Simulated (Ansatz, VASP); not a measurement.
Si4Ge: VASP beside Ansatz

```
Si Ge
1.0
     2.86552    0.00000    0.00000
    -1.43276    2.48162    0.00000
     0.00000    0.00000   21.91384
Si Ge
8 2
Direct
  0.33333 0.66667 0.95156
  0.33333 0.66667 0.14217
  0.33333 0.66667 0.35783
  0.33333 0.66667 0.54844
  0.66667 0.33333 0.04844
  0.66667 0.33333 0.45156
  0.66667 0.33333 0.64217
  0.66667 0.33333 0.85783
  0.33333 0.66667 0.75000
  0.66667 0.33333 0.25000
```

Alike in both runs: functional PBE; k mesh 6 × 6 × 1; occupations gaussian, width 0.1 eV; no spin polarisation.

Ansatz relaxed the structure, and its values are those at the end. VASP's run is a single point on that final structure, the one shown.

|  | VASP | Ansatz |
| --- | --- | --- |
| version | VASP 6.6.1 | Ansatz 0.2.0 |
| potentials or method | VASP PAW PBE potentials, release 64 (Si, Ge_d), cutoff 520 eV | scalar-relativistic, plane waves, PAW |
| valence electrons in the cell | 60 | 60 |

|  | VASP | Ansatz | Ansatz less VASP |
| --- | --- | --- | --- |
| gap on the k mesh at the Fermi level (eV) | none | none | - |
| pressure (GPa) | 0.1 | 0.1 | +0.01 |
| rms of the force components (eV/Å) | 0.012 | 0.011 | -0.0012 |

A gap of «none» marks a metal or a gap that the smearing closes. With one functional, cell and mesh, what is left measures potentials, basis and numerics.

The k mesh is coarse, so the values compare programs but aren't converged.
